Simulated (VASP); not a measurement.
# NiO (Fm-3m) in VASP: a series of runs

The runs below take NiO through single point, with PBE+D3(BJ), revPBE+D3(BJ).

All numbers are computed with VASP 6.6.1; they aren't measurements. Logs are shortened: lines on timing, memory, paths and dates and some standing lists are left out, and cuts for length are marked.

**The experiment to reproduce.**

“Local correlations, non-local screening, multiplets, and band formation in NiO”, 2012, arxiv:1210.6675 quotes, for a bulk crystal of NiO: band gap 4.3 eV.

The runs below are set against these values where they give the same quantity.

### 1 The cell of the first run

The structure is cubic, space group Fm-3m (No. 225). Conventional cell: a = 4.172 Å, b = 4.172 Å, c = 4.172 Å, α = 90.00°, β = 90.00°, γ = 90.00°. Within 2.8 Å of Ni (site symmetry m-3m) lie 6 O at 2.09 Å. O (site symmetry m-3m) has 6 Ni at 2.09 Å within 2.8 Å.

### 2 Single point, PBE+D3(BJ), collinear spin, ferromagnetic start

Input file INCAR:

```
ALGO = Normal
EDIFF = 1E-7
ENCUT = 520
GGA = PE
ISIF = 2
ISMEAR = -1
ISPIN = 2
IVDW = 12
LASPH = T
LCHARG = F
LMAXMIX = 4
LORBIT = 11
LREAL = F
LWAVE = F
MAGMOM = 1 0
NBANDS = 19
NELM = 150
PREC = Accurate
SIGMA = 0.05
```

Input file KPOINTS:

```
k-points
0
Gamma
  11 11 11
```

Input file POSCAR:

```
NiO
1.0
    0.0000000000      2.0859016414      2.0859016414
    2.0859016414      0.0000000000      2.0859016414
    2.0859016414      2.0859016414      0.0000000000
Ni O
1 1
Direct
    0.0000000000      0.0000000000      0.0000000000
    0.5000000000      0.5000000000      0.5000000000
```

Potentials or basis: VASP PAW PBE potentials, release 64 (Ni, O).

Started as:

```bash
> cat potpaw_PBE.64/Ni/POTCAR potpaw_PBE.64/O/POTCAR > POTCAR
> mpirun -np 1 vasp_std > vasp.out
```

OUTCAR:

```text
EDIFF = 1E-7
   ENCUT = 520
   GGA = PE
   ISIF = 2
   ISMEAR = -1
   ISPIN = 2
   IVDW = 12
   LASPH = T
   LORBIT = 11
   LREAL = F
   NELM = 150
   PREC = Accurate
 IVDW          = 12

 ion  position               nearest neighbor table
   1  0.000  0.000  0.000-   2 2.09   2 2.09   2 2.09   2 2.09   2 2.09   2 2.09
   2  0.500  0.500  0.500-   1 2.09   1 2.09   1 2.09   1 2.09   1 2.09   1 2.09

  LATTYP: Found a face centered cubic cell.
 ALAT       =     4.1718032828

  Lattice vectors:

 A1 = (   0.0000000000,   2.0859016414,   2.0859016414)
 A2 = (   2.0859016414,   0.0000000000,   2.0859016414)
 A3 = (   2.0859016414,   2.0859016414,   0.0000000000)

Analysis of symmetry for initial positions (statically):
=====================================================================
 Subroutine PRICEL returns:
 Original cell was already a primitive cell.

 Routine SETGRP: Setting up the symmetry group for a
 face centered cubic supercell.

 Subroutine GETGRP returns: Found 48 space group operations
 (whereof 48 operations were pure point group operations)
 out of a pool of 48 trial point group operations.

The static configuration has the point symmetry O_h .

Analysis of symmetry for dynamics (positions and initial velocities):
=====================================================================
 Subroutine PRICEL returns:
 Original cell was already a primitive cell.

 Routine SETGRP: Setting up the symmetry group for a
 face centered cubic supercell.

 Subroutine GETGRP returns: Found 48 space group operations
 (whereof 48 operations were pure point group operations)
 out of a pool of 48 trial point group operations.

The dynamic configuration has the point symmetry O_h .

Analysis of structural, dynamic, and magnetic symmetry:
=====================================================================
 Subroutine PRICEL returns:
 Original cell was already a primitive cell.

 Routine SETGRP: Setting up the symmetry group for a
 face centered cubic supercell.

 Subroutine GETGRP returns: Found 48 space group operations
 (whereof 48 operations were pure point group operations)
 out of a pool of 48 trial point group operations.

The overall configuration has the point symmetry O_h .

 Subroutine INISYM returns: Found 48 space group operations
 (whereof 48 operations are pure point group operations),
 and found     1 'primitive' translations

[... 115 lines left out ...]
  volume/ion in A,a.u.               =       9.08        61.25
  Fermi-wavevector in a.u.,A,eV,Ry     =   1.569680  2.966264 33.523312  2.463894
  Thomas-Fermi vector in A             =   2.671526
   LORBIT       =     11    0 simple, 1 ext, 2 COOP (PROOUT), +10 PAW based schemes
   GGA     = PE    functional components
   LHFCALC =     F    Hartree Fock is set to
   AEXX    =    0.0000 exact exchange contribution
   IVDW    =    12    specifies the selected vdW correction
   LEPSILON=     F    determine dielectric tensor
   LRPA    =     F    only Hartree local field effects (RPA)
 spin polarized calculation
  energy-cutoff  :      520.00
  volume of cell :       18.15
 maximum number of plane-waves:       531
 NGX is ok and might be reduce to    24
   NGX = 11   NGY = 11   NGZ = 11

 number of electron      16.0000001 magnetization       1.6706498

 Free energy of the ion-electron system (eV)
  ---------------------------------------------------
  ext. energy  EPLUGINS =         0.00000000
  ---------------------------------------------------
  free energy    TOTEN  =       -11.47365289 eV

  energy without entropy =      -11.46193598  energy(sigma->0) =      -11.46779443

 E-fermi :   7.9526     XC(G=0): -12.6999

 val. band max:        7.9468953714   @ k =  -0.4545   0.1818   0.0909
 cond. band min:       7.9730268990   @ k =   0.4545   0.3636   0.0909
 fundamental gap:      0.0261315275
 Fermi energy:         7.9525978745

 spin component 1

 k-point     1 :       0.0000    0.0000    0.0000
  band No.  band energies     occupation
      1     -12.4625      1.00000
      2       4.8808      1.00000
      3       4.8808      1.00000
      4       4.9271      1.00000
      5       4.9271      1.00000
      6       4.9271      1.00000
[... 517 lines left out ...]
     18      38.9130      0.00000
     19      40.0756      0.00000

 [... further k-points ...]

 spin component 2

 k-point     1 :       0.0000    0.0000    0.0000
  band No.  band energies     occupation
      1     -12.0543      1.00000
      2       5.3999      1.00000
      3       5.3999      1.00000
      4       5.3999      1.00000
      5       6.1054      1.00000
      6       6.1056      1.00000
[... 517 lines left out ...]
     18      39.3076      0.00000
     19      40.2599      0.00000

 [... further k-points ...]

------------------------ aborting loop because EDIFF is reached ----------------------------------------

 Edisp (eV)   -0.53264

 E8    (eV) :    -0.2024

  FORCE on cell =-STRESS in cart. coord.  units (eV):
  Direction    XX          YY          ZZ          XY          YZ          ZX
  --------------------------------------------------------------------------------------
  -------------------------------------------------------------------------------------
  Total       0.20598     0.20598     0.20598    -0.00000     0.00000     0.00000
  in kB      18.18121    18.18121    18.18121    -0.00000     0.00000     0.00000
  external pressure =       18.18 kB  Pullay stress =        0.00 kB

 VOLUME and BASIS-vectors are now :
 -----------------------------------------------------------------------------
  energy-cutoff  :      520.00
  volume of cell :       18.15
      direct lattice vectors                 reciprocal lattice vectors
     0.000000000  2.085901641  2.085901641    -0.239704495  0.239704495  0.239704495
     2.085901641  0.000000000  2.085901641     0.239704495 -0.239704495  0.239704495
     2.085901641  2.085901641  0.000000000     0.239704495  0.239704495 -0.239704495

 POSITION                                       TOTAL-FORCE (eV/Angst)
 -----------------------------------------------------------------------------------
      0.00000      0.00000      0.00000         0.000000      0.000000     -0.000000
      2.08590      2.08590      2.08590        -0.000000     -0.000000      0.000000
 -----------------------------------------------------------------------------------
    total drift:                                0.000000     -0.000000     -0.000000

  FREE ENERGIE OF THE ION-ELECTRON SYSTEM (eV)
  ---------------------------------------------------
  free  energy   TOTEN  =       -12.0062886536 eV

  energy  without entropy=      -11.9945717505  energy(sigma->0) =      -12.00043020

 total charge

# of ion       s       p       d       tot
------------------------------------------
    1        0.332   0.407   8.257   8.996
    2        1.557   3.421   0.000   4.979
--------------------------------------------------
tot          1.890   3.828   8.257  13.975

 magnetization (x)

# of ion       s       p       d       tot
------------------------------------------
    1        0.012   0.015   1.355   1.381
    2        0.028   0.221   0.000   0.249
--------------------------------------------------
tot          0.039   0.236   1.355   1.630
```

stdout:

```text
POSCAR found type information on POSCAR NiO
 POSCAR found :  2 types and       2 ions
 scaLAPACK will be used
 LDA part: xc-table for (Slater+PW92), standard interpolation
 POSCAR, INCAR and KPOINTS ok, starting setup
 FFT: planning ... GRIDC
 FFT: planning ... GRID_SOFT
 FFT: planning ... GRID
 WAVECAR not read
 entering main loop
```

Wall time 17 s (1 thread of Intel Xeon 6975P-C (Granite Rapids), shared host); peak memory 0.17 GiB.

What came out:

```yaml
Free_energy: -12.0063 eV
Pressure: 1.8 GPa
Net_moment: 1.67 μB per cell
Site_moments: Ni +1.38; O +0.25 μB
Valence_electrons_inside_the_program's_atomic_spheres: Ni 9.00; O 4.98
Dispersion_energy_per_atom: -0.266 eV
```

Caveat: a cell with one magnetic atom can't hold antiferromagnetic order, which such compounds often take; semilocal functionals often make such compounds metallic where correlation or magnetic order opens a gap, which also shifts bond lengths; pairwise dispersion overbinds metals, which lowers pressure and volume.

### 3 Single point, PBE+D3(BJ), collinear spin, ferromagnetic start

This run uses another cell than the first one, of 9.26 Å³/atom, 1.020 times its volume.

Input file INCAR:

```
ALGO     = Normal         # electronic algorithm
EDIFF    = 1E-6           # SCF threshold, eV
ENCUT    = 520            # plane-wave cutoff, eV
GGA      = PE             # functional
ISIF     = 2              # what is computed and relaxed
ISMEAR   = -1             # smearing method
ISPIN    = 2              # spin polarisation
IVDW     = 12             # dispersion correction
LASPH    = T              # aspherical terms in the spheres
LCHARG   = T              # write CHGCAR
LELF     = T              # ELF
LMAXMIX  = 4              # l up to which the mixer works
LORBIT   = 11             # projections on sites
LREAL    = F              # projectors in reciprocal space
LVHAR    = T            
LWAVE    = F              # write WAVECAR
MAGMOM   = 1 0            # initial moments
NBANDS   = 19             # bands
NELM     = 150            # most SCF steps
PREC     = Accurate       # precision mode
SIGMA    = 0.05           # smearing width, eV
```

KPOINTS is that of step 2.

Input file POSCAR:

```
NiO
1.0
    0.0000000000      2.0997159621      2.0997159621
    2.0997159621      0.0000000000      2.0997159621
    2.0997159621      2.0997159621      0.0000000000
Ni O
1 1
Direct
    0.0000000000      0.0000000000      0.0000000000
    0.5000000000      0.5000000000      0.5000000000
```

Potentials or basis: VASP PAW PBE potentials, release 64 (Ni, O).

Started as:

```bash
> cat potpaw_PBE.64/Ni/POTCAR potpaw_PBE.64/O/POTCAR > POTCAR
> mpirun -np 1 vasp_std > vasp.out
```

It took 16 s on 1 thread of Intel Xeon 6975P-C (Granite Rapids), shared host; peak memory 0.18 GiB.

The run converged. Its results:

```yaml
Free_energy: -12.0065 eV
Pressure: -2.1 GPa
Net_moment: 1.74 μB per cell
Site_moments: Ni +1.44; O +0.27 μB
Valence_electrons_inside_the_program's_atomic_spheres: Ni 8.96; O 4.97
Dispersion_energy_per_atom: -0.262 eV
```

Levels at points of the mesh, in eV from the Fermi level:
Spin up:
```tsv
k point	band 5	band 6	band 7	band 8	band 9	band 10	band 11	band 12	band 13	band 14
(0.00, 0.00, 0.00)	-2.91	-2.91	-2.60	-2.60	-2.60	1.46	17.82	18.82	18.82	18.82
```
Spin down:
| k point | band 3 | band 4 | band 5 | band 6 | band 7 | band 8 | band 9 | band 10 | band 11 | band 12 |
| --- | --- | --- | --- | --- | --- | --- | --- | --- | --- | --- |
| (0.00, 0.00, 0.00) | -2.41 | -2.41 | -1.79 | -1.79 | -1.79 | -0.56 | -0.56 | 1.81 | 17.76 | 19.03 |

Caveat: a cell with one magnetic atom can't hold antiferromagnetic order, which such compounds often take; semilocal functionals often make such compounds metallic where correlation or magnetic order opens a gap, which also shifts bond lengths; pairwise dispersion overbinds metals, which lowers pressure and volume.

### 4 Single point, revPBE+D3(BJ), collinear spin, ferromagnetic start

This run uses another cell than the first one, of 9.26 Å³/atom, 1.020 times its volume.

Input file INCAR:

```
SYSTEM = NiO
PREC = Accurate
ENCUT = 520
EDIFF = 1E-6
ISMEAR = -1
SIGMA = 0.05
LREAL = .False.
LASPH = .True.
NELM = 150
ALGO = Normal
ISIF = 2
LWAVE = .False.
LCHARG = .False.
ISPIN = 2
MAGMOM = 1 0
LORBIT = 11
LMAXMIX = 4
GGA = RE
IVDW = 12
NBANDS = 19
```

Input file KPOINTS:

```
regular mesh
0
Gamma
  11 11 11
  0 0 0
```

Input file POSCAR:

```
NiO
1.0
    0.0000000000      2.0997719901      2.0997719901
    2.0997719901      0.0000000000      2.0997719901
    2.0997719901      2.0997719901      0.0000000000
Ni O
1 1
Direct
    0.0000000000      0.0000000000      0.0000000000
    0.5000000000      0.5000000000      0.5000000000
```

Potentials or basis: VASP PAW PBE potentials, release 64 (Ni, O).

Started as:

```bash
> cat potpaw_PBE.64/Ni/POTCAR potpaw_PBE.64/O/POTCAR > POTCAR
> mpirun -np 1 vasp_std > vasp.out
```

OUTCAR:

```text
SYSTEM = NiO
   PREC = Accurate
   ENCUT = 520
   EDIFF = 1E-6
   ISMEAR = -1
   LREAL = .False.
   LASPH = .True.
   NELM = 150
   ISIF = 2
   ISPIN = 2
   LORBIT = 11
   GGA = RE
   IVDW = 12
 IVDW          = 12

 ion  position               nearest neighbor table
   1  0.000  0.000  0.000-   2 2.10   2 2.10   2 2.10   2 2.10   2 2.10   2 2.10
   2  0.500  0.500  0.500-   1 2.10   1 2.10   1 2.10   1 2.10   1 2.10   1 2.10

  LATTYP: Found a face centered cubic cell.
 ALAT       =     4.1995439802

  Lattice vectors:

 A1 = (   0.0000000000,   2.0997719901,   2.0997719901)
 A2 = (   2.0997719901,   0.0000000000,   2.0997719901)
[... 1274 lines left out ...]

 VOLUME and BASIS-vectors are now :
 -----------------------------------------------------------------------------
  energy-cutoff  :      520.00
  volume of cell :       18.52
      direct lattice vectors                 reciprocal lattice vectors
     0.000000000  2.099771990  2.099771990    -0.238121092  0.238121092  0.238121092
     2.099771990  0.000000000  2.099771990     0.238121092 -0.238121092  0.238121092
     2.099771990  2.099771990  0.000000000     0.238121092  0.238121092 -0.238121092

 POSITION                                       TOTAL-FORCE (eV/Angst)
 -----------------------------------------------------------------------------------
      0.00000      0.00000      0.00000        -0.000000      0.000000      0.000000
      2.09977      2.09977      2.09977         0.000000     -0.000000      0.000000
 -----------------------------------------------------------------------------------
    total drift:                                0.000000     -0.000000     -0.000000

  FREE ENERGIE OF THE ION-ELECTRON SYSTEM (eV)
  ---------------------------------------------------
  free  energy   TOTEN  =       -11.7721535261 eV

  energy  without entropy=      -11.7639224668  energy(sigma->0) =      -11.76803800

 total charge

# of ion       s       p       d       tot
------------------------------------------
    1        0.325   0.391   8.223   8.939
    2        1.560   3.427   0.000   4.987
--------------------------------------------------
tot          1.885   3.819   8.223  13.926

 magnetization (x)

# of ion       s       p       d       tot
------------------------------------------
    1        0.011   0.014   1.467   1.492
    2        0.028   0.252   0.000   0.280
--------------------------------------------------
tot          0.039   0.266   1.467   1.772
```

Run time: 18 s. Hardware: 1 thread of Intel Xeon 6975P-C (Granite Rapids), shared host; peak memory 0.18 GiB.

What came out:

```
Free energy                                           : -11.7722 eV
Pressure                                              : -0.3 GPa
Net moment                                            : 1.82 μB per cell
Site moments                                          : Ni +1.49; O +0.28 μB
Valence electrons inside the program's atomic spheres : Ni 8.94; O 4.99
Dispersion energy per atom                            : -0.516 eV
```

Levels at points of the mesh, in eV from the Fermi level:
Spin up:
| k point | band 5 | band 6 | band 7 | band 8 | band 9 | band 10 | band 11 | band 12 | band 13 | band 14 |
| --- | --- | --- | --- | --- | --- | --- | --- | --- | --- | --- |
| (0.00, 0.00, 0.00) | -2.89 | -2.89 | -2.66 | -2.66 | -2.66 | 1.49 | 17.86 | 18.83 | 18.83 | 18.83 |
Spin down:
```csv
k point,band 3,band 4,band 5,band 6,band 7,band 8,band 9,band 10,band 11,band 12
"(0.00, 0.00, 0.00)",-2.36,-2.36,-1.82,-1.82,-1.82,-0.48,-0.48,1.84,17.77,19.03
```

Caveat: the PAW data sets were made with another functional, which shifts forces and pressure a little; a cell with one magnetic atom can't hold antiferromagnetic order, which such compounds often take; semilocal functionals often make such compounds metallic where correlation or magnetic order opens a gap, which also shifts bond lengths; pairwise dispersion overbinds metals, which lowers pressure and volume.

(Continued in part 2 of 2.)
